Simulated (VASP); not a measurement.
Input of a VASP 6.6.1 run:

File POSCAR:

```
Lu2AlH2
1.0
    0.0000000000      0.0000000000      3.7149400000
    3.9071400000     -2.6285910000      1.8574700000
    3.9071400000      2.6285910000     -1.8574700000
Lu H Al
2 2 1
Direct
    0.5000000000      0.7205015348      0.7205015348
    0.5000000000      0.2794984652      0.2794984652
    0.7098342435      0.7901657565      0.2098342435
    0.2901657565      0.2098342435      0.7901657565
    0.0000000000      0.0000000000      0.0000000000
```

The input INCAR.step1:

```
PREC = Accurate
ENCUT = 520
ISMEAR = -1
SIGMA = 0.1
LREAL = False
LASPH = True
NELM = 100
NBANDS = 36
GGA = PE
ALGO = Normal
EDIFF = 1E-4
LWAVE = True
LCHARG = False
```

INCAR.step2

```
PREC = Accurate
ENCUT = 520
EDIFF = 1E-7
ISMEAR = -1
SIGMA = 0.1
LREAL = False
LASPH = True
NELM = 100
ALGO = Normal
ISIF = 2
LWAVE = False
LCHARG = False
METAGGA = R2SCAN
LMIXTAU = True
NBANDS = 36
ISTART = 1
```

KPOINTS

```
regular mesh
0
Gamma
  6 6 6
```

Potentials or basis: VASP PAW PBE potentials, release 64 (Lu, H, Al).

The run is started by

```bash
$ cat potpaw_PBE.64/Lu/POTCAR potpaw_PBE.64/H/POTCAR potpaw_PBE.64/Al/POTCAR > POTCAR
$ cp INCAR.step1 INCAR
$ mpirun -np 1 vasp_std > vasp.out
$ cp INCAR.step2 INCAR
$ mpirun -np 1 vasp_std > vasp.out
```

**Question.** Predict the band gap on the k mesh.

**Answer.** Zero (an odd number of electrons rules out a gap without spin polarisation).

**Question.** What does it give for the largest force?

**Answer.** 0.014 eV/Å.

Stress tensor (GPa, compression positive):
```
-2.26  0.00  0.00
 0.00  2.79  0.00
 0.00  0.00  5.84
```

Caveat: the PAW data sets were made with another functional, which shifts forces and pressure a little; spin-orbit coupling is left out, which moves the levels of the heavy elements.
